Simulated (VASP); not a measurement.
# C (Fmmm) in VASP: a series of runs

The runs below take C through single point, with PBEsol+D3(BJ).

Program: VASP 6.6.1. These are calculated values, not measurements. Logs are shortened: lines on timing, memory, paths and dates and some standing lists are left out, and cuts for length are marked.

## Step 1: The cell of the first run

The structure is orthorhombic, space group Fmmm (No. 69). Conventional cell: a = 2.443 Å, b = 4.228 Å, c = 7.457 Å, α = 90.00°, β = 90.00°, γ = 90.00°. C (site symmetry m2m) has 3 C at 1.41 Å within 1.9 Å.

## Step 2: Single point, PBEsol+D3(BJ) (9.62 Å³/atom)

The input, INCAR:

```
PREC = Accurate ; ENCUT = 520
EDIFF = 1E-7 ; ISMEAR = 0
SIGMA = 0.03 ; LREAL = F
LASPH = T ; NELM = 100
ALGO = Normal ; ISIF = 2
LWAVE = F ; LCHARG = F
GGA = PS ; IVDW = 12
NBANDS = 11
```

The input, KPOINTS:

```
Automatic mesh
0
Gamma
  18 18 18
```

The input, POSCAR:

```
C
1.0
    0.0000000000      2.1138771810      3.7283314280
    1.2212553402      0.0000000000      3.7283314280
    1.2212553402      2.1138771810      0.0000000000
C
2
Direct
    0.1667066167      0.8332933833      0.1667066167
    0.8332933833      0.1667066167      0.8332933833
```

Potentials or basis: VASP PAW PBE potentials, release 64 (C).

Launch:

```console
$ cat potpaw_PBE.64/C/POTCAR > POTCAR
$ mpirun -np 1 vasp_std > vasp.out
```

OUTCAR:

```text
PREC = Accurate
   ENCUT = 520
   EDIFF = 1E-7
   ISMEAR = 0
   LREAL = F
   LASPH = T
   NELM = 100
   ISIF = 2
   GGA = PS
   IVDW = 12
 IVDW          = 12

 ion  position               nearest neighbor table
   1  0.167  0.833  0.167-   2 1.41   2 1.41   2 1.41
   2  0.833  0.167  0.833-   1 1.41   1 1.41   1 1.41

  LATTYP: Found a face centered orthorhombic cell.
 ALAT       =     2.4425106804
 B/A-ratio  =     1.7309051690
 C/A-ratio  =     3.0528680656

  Lattice vectors:

 A1 = (   0.0000000000,   2.1138771810,   3.7283314280)
 A2 = (   1.2212553402,   0.0000000000,   3.7283314280)
 A3 = (   1.2212553402,   2.1138771810,   0.0000000000)

Analysis of symmetry for initial positions (statically):
=====================================================================
 Subroutine PRICEL returns:
 Original cell was already a primitive cell.

 Routine SETGRP: Setting up the symmetry group for a
 face centered orthorhombic supercell.

 Subroutine GETGRP returns: Found  8 space group operations
 (whereof  8 operations were pure point group operations)
 out of a pool of  8 trial point group operations.

The static configuration has the point symmetry D_2h.

Analysis of symmetry for dynamics (positions and initial velocities):
=====================================================================
 Subroutine PRICEL returns:
 Original cell was already a primitive cell.

 Routine SETGRP: Setting up the symmetry group for a
 face centered orthorhombic supercell.

 Subroutine GETGRP returns: Found  8 space group operations
 (whereof  8 operations were pure point group operations)
 out of a pool of  8 trial point group operations.

The dynamic configuration has the point symmetry D_2h.

 Subroutine INISYM returns: Found  8 space group operations
 (whereof  8 operations are pure point group operations),
 and found     1 'primitive' translations

----------------------------------------------------------------------------------------

                                     Primitive cell

  volume of cell :      19.2500

  direct lattice vectors                    reciprocal lattice vectors
     0.000000000  2.113877181  3.728331428    -0.409414791  0.236532190  0.134108249
     1.221255340  0.000000000  3.728331428     0.409414791 -0.236532190  0.134108249
     1.221255340  2.113877181  0.000000000     0.409414791  0.236532190 -0.134108249

  length of vectors
     4.285899202  3.923253732  2.441299110     0.491480387  0.491480387  0.491480387

  position of ions in fractional coordinates (direct lattice)
     0.166706617  0.833293383  0.166706617
     0.833293383  0.166706617  0.833293383

  ion indices of the primitive-cell ions
   primitive index   ion index
                 1           1
                 2           2

----------------------------------------------------------------------------------------

 KPOINTS: Automatic mesh

Automatic generation of k-mesh.
 Grid dimensions read from file:
 generate k-points for:   18   18   18

 Generating k-lattice:

  Cartesian coordinates                     Fractional coordinates (reciprocal lattice)
    -0.022745266  0.013140677  0.007450458     0.055555556  0.000000000  0.000000000
     0.022745266 -0.013140677  0.007450458     0.000000000  0.055555556  0.000000000
     0.022745266  0.013140677 -0.007450458     0.000000000  0.000000000  0.055555556

  Length of vectors
     0.027304466  0.027304466  0.027304466

  Shift w.r.t. Gamma in fractional coordinates (k-lattice)
     0.000000000  0.000000000  0.000000000

 Subroutine IBZKPT returns following result:
 ===========================================

 Found    865 irreducible k-points:

 Following reciprocal coordinates:
            Coordinates               Weight
  0.000000  0.000000  0.000000      1.000000
  0.055556 -0.000000  0.000000      8.000000
  0.111111 -0.000000  0.000000      8.000000
  0.166667  0.000000  0.000000      8.000000
  0.222222 -0.000000  0.000000      8.000000
  0.277778  0.000000  0.000000      8.000000
[... 16 lines left out ...]
 -0.277778  0.055556  0.000000      8.000000
 -0.222222  0.055556  0.000000      8.000000
 [... further k-points ...]
   k-points           NKPTS =    865   k-points in BZ     NKDIM =    865   number of bands    NBANDS=     11
   number of dos      NEDOS =    301   number of ions     NIONS =      2
   total plane-waves  NPLWV =  17280
   dimension x,y,z NGX =    32 NGY =   30 NGZ =   18
   dimension x,y,z NGXF=    64 NGYF=   60 NGZF=   36
   ions per type =               2
   NGX,Y,Z   is equivalent  to a cutoff of  12.41, 12.71, 12.26 a.u.
   NGXF,Y,Z  is equivalent  to a cutoff of  24.82, 25.42, 24.52 a.u.
 SYSTEM =  unknown system
   PREC   = accura    normal or accurate (medium, high low for compatibility)
   ISTART =      0    job   : 0-new  1-cont  2-samecut
   ICHARG =      2    charge: 1-file 2-atom 10-const
   ISPIN  =      1    spin polarized calculation?
   LNONCOLLINEAR =      F non collinear calculations
   LSORBIT =      F    spin-orbit coupling
   LASPH  =      T    aspherical Exc in radial PAW
   ENCUT  =  520.0 eV  38.22 Ry    6.18 a.u.   7.97  7.29  4.54*2*pi/ulx,y,z
   NELM   =    100;   NELMIN=  2; NELMDL= -5     # of ELM steps
   EDIFF  = 0.1E-06   stopping-criterion for ELM
   LREAL  =      F    real-space projection
   EDIFFG = 0.1E-05   stopping-criterion for IOM
   NSW    =      0    number of steps for IOM
   IBRION =     -1    ionic relax: 0-MD 1-quasi-New 2-CG
   NFREE  =      0    steps in history (QN), initial steepest desc. (CG)
   ISIF   =      2    stress and relaxation
   ISYM   =      2    0-nonsym 1-usesym 2-fastsym
   POTIM  = 0.5000    time-step for ionic-motion
   TEBEG  =    0.0;   TEEND  =   0.0 temperature during run
   PSTRESS=    0.0 pullay stress
   NELECT =       8.0000    total number of electrons
   NUPDOWN=      -1.0000    fix difference up-down
   EMIN   =  10.00;   EMAX   =-10.00  energy-range for DOS
   EFERMI =   0.00;   METHOD = LEGACY
   ISMEAR =     0;   SIGMA  =   0.03  broadening in eV -4-tet -1-fermi 0-gaus
   EFERMI_NEDOS =   21; number of points for ismear=-14 and -15
   IALGO  =     38    algorithm
   IMIX   =      4    mixing-type and parameters
     AMIX     =   0.40;   BMIX     =  1.00
     AMIX_MAG =   1.60;   BMIX_MAG =  1.00
  volume/ion in A,a.u.               =       9.62        64.95
  Fermi-wavevector in a.u.,A,eV,Ry     =   1.221691  2.308661 20.307077  1.492528
  Thomas-Fermi vector in A             =   2.356864
   LORBIT       =      0    0 simple, 1 ext, 2 COOP (PROOUT), +10 PAW based schemes
   GGA     = PS    functional components
   LHFCALC =     F    Hartree Fock is set to
   AEXX    =    0.0000 exact exchange contribution
   IVDW    =    12    specifies the selected vdW correction
   LEPSILON=     F    determine dielectric tensor
   LRPA    =     F    only Hartree local field effects (RPA)
 non-spin polarized calculation
 Gauss-broadening in eV      SIGMA  =   0.03
  energy-cutoff  :      520.00
  volume of cell :       19.25
 maximum number of plane-waves:       537
   NGX = 15   NGY = 15   NGZ =  9

 number of electron       8.0000001 magnetization

 Free energy of the ion-electron system (eV)
  ---------------------------------------------------
  ext. energy  EPLUGINS =         0.00000000
  ---------------------------------------------------
  free energy    TOTEN  =       -19.28000885 eV

  energy without entropy =      -19.27999324  energy(sigma->0) =      -19.28000104

 E-fermi :   3.8890     XC(G=0):  -9.8495

 val. band max:        3.8685979601   @ k =  -0.2778   0.0556   0.3333
 cond. band min:       3.9093017204   @ k =  -0.2222   0.1111   0.3333
 fundamental gap:      0.0407037603
 Fermi energy:         3.8889797492

 k-point     1 :       0.0000    0.0000    0.0000
  band No.  band energies     occupation
      1     -15.8838      2.00000
      2      -3.3702      2.00000
      3       0.9084      2.00000
      4       0.9140      2.00000
      5       7.1979      0.00000
      6      12.3768      0.00000
      7      12.4005      0.00000
      8      15.6863      0.00000
      9      17.2139      0.00000
     10      25.5234      0.00000
     11      26.5344      0.00000

 k-point     2 :       0.0556   -0.0000    0.0000
  band No.  band energies     occupation
      1     -15.8083      2.00000
      2      -3.2927      2.00000
      3       0.6099      2.00000
      4       0.7500      2.00000
      5       7.3186      0.00000
      6      12.4354      0.00000
      7      12.7092      0.00000
      8      15.4108      0.00000
      9      17.3405      0.00000
     10      25.3845      0.00000
     11      26.7922      0.00000

 k-point     3 :       0.1111   -0.0000    0.0000
  band No.  band energies     occupation
      1     -15.5822      2.00000
      2      -3.0604      2.00000
      3      -0.2152      2.00000
      4       0.3186      2.00000
      5       7.6801      0.00000
      6      12.4893      0.00000
      7      13.6267      0.00000
      8      14.6309      0.00000
      9      17.7477      0.00000
     10      24.9031      0.00000
     11      27.4932      0.00000
[... 267 lines left out ...]
 k-point    23 :      -0.2778    0.0556    0.0000
  band No.  band energies     occupation
      1     -13.2275      2.00000
      2      -5.7679      2.00000
      3      -1.9232      2.00000
      4      -0.5116      2.00000
      5       8.7342      0.00000
      6      10.9488      0.00000
      7      11.9296      0.00000
      8      20.3698      0.00000
      9      20.5571      0.00000
     10      21.6100      0.00000
     11      26.4434      0.00000

 k-point    24 :      -0.2222    0.0556    0.0000
  band No.  band energies     occupation
      1     -14.0305      2.00000
      2      -4.2747      2.00000
      3      -1.4445      2.00000
      4      -1.3296      2.00000
      5       9.7433      0.00000
      6      10.4084      0.00000
      7      12.1067      0.00000
      8      18.5931      0.00000
      9      20.3541      0.00000
     10      21.8099      0.00000
     11      27.2462      0.00000

 [... further k-points ...]

------------------------ aborting loop because EDIFF is reached ----------------------------------------

 Edisp (eV)   -0.19694

 E8    (eV) :    -0.0954

  FORCE on cell =-STRESS in cart. coord.  units (eV):
  Direction    XX          YY          ZZ          XY          YZ          ZX
  --------------------------------------------------------------------------------------
  -------------------------------------------------------------------------------------
  Total       1.10278     1.14501    -0.24362     0.00000     0.00000     0.00000
  in kB      91.78428    95.29893   -20.27646     0.00000     0.00000     0.00000
  external pressure =       55.60 kB  Pullay stress =        0.00 kB

 VOLUME and BASIS-vectors are now :
 -----------------------------------------------------------------------------
  energy-cutoff  :      520.00
  volume of cell :       19.25
      direct lattice vectors                 reciprocal lattice vectors
     0.000000000  2.113877181  3.728331428    -0.409414791  0.236532190  0.134108249
     1.221255340  0.000000000  3.728331428     0.409414791 -0.236532190  0.134108249
     1.221255340  2.113877181  0.000000000     0.409414791  0.236532190 -0.134108249

 POSITION                                       TOTAL-FORCE (eV/Angst)
 -----------------------------------------------------------------------------------
      1.22126      0.70479      3.72833         0.000000     -0.006796      0.000000
      1.22126      3.52296      3.72833         0.000000      0.006796      0.000000
 -----------------------------------------------------------------------------------
    total drift:                                0.000000      0.000000     -0.000000

  FREE ENERGIE OF THE ION-ELECTRON SYSTEM (eV)
  ---------------------------------------------------
  free  energy   TOTEN  =       -19.4769494251 eV

  energy  without entropy=      -19.4769338126  energy(sigma->0) =      -19.47694162
```

It took 73 s on 1 thread of Intel Xeon 6975P-C (Granite Rapids), shared host; peak memory 0.27 GiB.

Results:

| Item | Value |
| --- | --- |
| Free energy | -19.4769 eV |
| Pressure | 5.6 GPa |
| Largest force | 0.007 eV/Å |
| Dispersion energy per atom | -0.098 eV |

Forces on the atoms (eV/Å):
```
C    0.000 -0.007  0.000
C    0.000  0.007  0.000
```

Caveat: the stress differs along the axes, from -2 to 10 GPa; the PAW data sets were made with another functional, which shifts forces and pressure a little.

## Step 3: Single point, PBEsol+D3(BJ) (10.09 Å³/atom)

This run uses another cell than the first one, of 10.09 Å³/atom.

The input, INCAR:

```
  ALGO = Normal
  EDIFF = 1E-7
  ENCUT = 520
  GGA = PS
  ISIF = 2
  ISMEAR = 0
  IVDW = 12
  LASPH = True
  LCHARG = False
  LREAL = False
  LWAVE = False
  NBANDS = 11
  NELM = 80
  PREC = Accurate
  SIGMA = 0.03
```

The input, KPOINTS:

```
k-points
0
Gamma
  18 18 18
```

The input, POSCAR:

```
C
1.0
    0.0000000000      2.2816460214      3.3544773262
    1.3181808352      0.0000000000      3.3544773262
    1.3181808352      2.2816460214      0.0000000000
C
2
Direct
    0.1667066167      0.8332933833      0.1667066167
    0.8332933833      0.1667066167      0.8332933833
```

Potentials or basis: VASP PAW PBE potentials, release 64 (C).

Launch:

```console
$ cat potpaw_PBE.64/C/POTCAR > POTCAR
$ mpirun -np 1 vasp_std > vasp.out
```

OUTCAR:

```text
EDIFF = 1E-7
   ENCUT = 520
   GGA = PS
   ISIF = 2
   ISMEAR = 0
   IVDW = 12
   LASPH = True
   LREAL = False
   NELM = 80
   PREC = Accurate
 IVDW          = 12

 ion  position               nearest neighbor table
   1  0.167  0.833  0.167-   2 1.52   2 1.52   2 1.52
   2  0.833  0.167  0.833-   1 1.52   1 1.52   1 1.52

  LATTYP: Found a face centered orthorhombic cell.
 ALAT       =     2.6363616704
 B/A-ratio  =     1.7309051691
 C/A-ratio  =     2.5447778003

  Lattice vectors:

 A1 = (   0.0000000000,   2.2816460214,   3.3544773262)
 A2 = (   1.3181808352,   0.0000000000,   3.3544773262)
 A3 = (   1.3181808352,   2.2816460214,   0.0000000000)

Analysis of symmetry for initial positions (statically):
=====================================================================
 Subroutine PRICEL returns:
 Original cell was already a primitive cell.

 Routine SETGRP: Setting up the symmetry group for a
 face centered orthorhombic supercell.

 Subroutine GETGRP returns: Found  8 space group operations
 (whereof  8 operations were pure point group operations)
[... 174 lines left out ...]
      2      -1.7588      2.00000
      3       0.4547      2.00000
      4       0.4808      2.00000
      5       8.2523      0.00000
      6      10.5251      0.00000
      7      10.6192      0.00000
      8      11.9852      0.00000
      9      12.6257      0.00000
     10      23.4256      0.00000
     11      27.4267      0.00000
[... 309 lines left out ...]
 k-point    24 :      -0.2222    0.0556   -0.0000
  band No.  band energies     occupation
      1     -12.9944      2.00000
      2      -4.1745      2.00000
      3      -1.4265      2.00000
      4      -0.2509      2.00000
      5       8.5140      0.00000
      6       9.6324      0.00000
      7      10.5329      0.00000
      8      15.4783      0.00000
      9      16.1195      0.00000
     10      20.0354      0.00000
     11      24.6173      0.00000

 [... further k-points ...]

------------------------ aborting loop because EDIFF is reached ----------------------------------------

 Edisp (eV)   -0.20249

 E8    (eV) :    -0.0984

  FORCE on cell =-STRESS in cart. coord.  units (eV):
  Direction    XX          YY          ZZ          XY          YZ          ZX
  --------------------------------------------------------------------------------------
  -------------------------------------------------------------------------------------
  Total      -8.22404    -8.23873     0.01676    -0.00000     0.00000     0.00000
  in kB    -653.00647  -654.17350     1.33047    -0.00000     0.00000     0.00000
  external pressure =     -435.28 kB  Pullay stress =        0.00 kB

 VOLUME and BASIS-vectors are now :
 -----------------------------------------------------------------------------
  energy-cutoff  :      520.00
  volume of cell :       20.18
      direct lattice vectors                 reciprocal lattice vectors
     0.000000000  2.281646021  3.354477326    -0.379310628  0.219140040  0.149054518
     1.318180835  0.000000000  3.354477326     0.379310628 -0.219140040  0.149054518
     1.318180835  2.281646021  0.000000000     0.379310628  0.219140040 -0.149054518

 POSITION                                       TOTAL-FORCE (eV/Angst)
 -----------------------------------------------------------------------------------
      1.31818      0.76073      3.35448         0.000000     -0.004925      0.000000
      1.31818      3.80256      3.35448         0.000000      0.004925      0.000000
 -----------------------------------------------------------------------------------
    total drift:                               -0.000000      0.000000     -0.000000

  FREE ENERGIE OF THE ION-ELECTRON SYSTEM (eV)
  ---------------------------------------------------
  free  energy   TOTEN  =       -18.9004826153 eV

  energy  without entropy=      -18.9004777862  energy(sigma->0) =      -18.90048020
```

stdout:

```text
POSCAR found type information on POSCAR C
 POSCAR found :  1 types and       2 ions
 scaLAPACK will be used
 -----------------------------------------------------------------------------
|                                                                             |
|                                                                             |
|     You enforced a specific xc type in the INCAR file but a different       |
|     I HOPE YOU KNOW WHAT YOU ARE DOING!                                     |
|                                                                             |
 -----------------------------------------------------------------------------

 LDA part: xc-table for (Slater+PW92), standard interpolation
 POSCAR, INCAR and KPOINTS ok, starting setup
 FFT: planning ... GRIDC
 FFT: planning ... GRID_SOFT
 FFT: planning ... GRID
 WAVECAR not read
 entering main loop
```

It took 86 s on 1 thread of Intel Xeon 6975P-C (Granite Rapids), shared host; peak memory 0.27 GiB.

Results:

| Quantity | Value |
| --- | --- |
| Free energy | -18.9005 eV |
| Pressure | -43.5 GPa |
| Largest force | 0.005 eV/Å |
| Dispersion energy per atom | -0.101 eV |

Forces in eV/Å, atoms in the order of the input:
```
C    0.000 -0.005  0.000
C    0.000  0.005  0.000
```

Stress tensor (GPa, compression positive):
```
-65.30   0.00   0.00
  0.00 -65.42   0.00
  0.00   0.00   0.13
```

Caveat: the stress differs along the axes, from -65 to 0 GPa; the PAW data sets were made with another functional, which shifts forces and pressure a little.
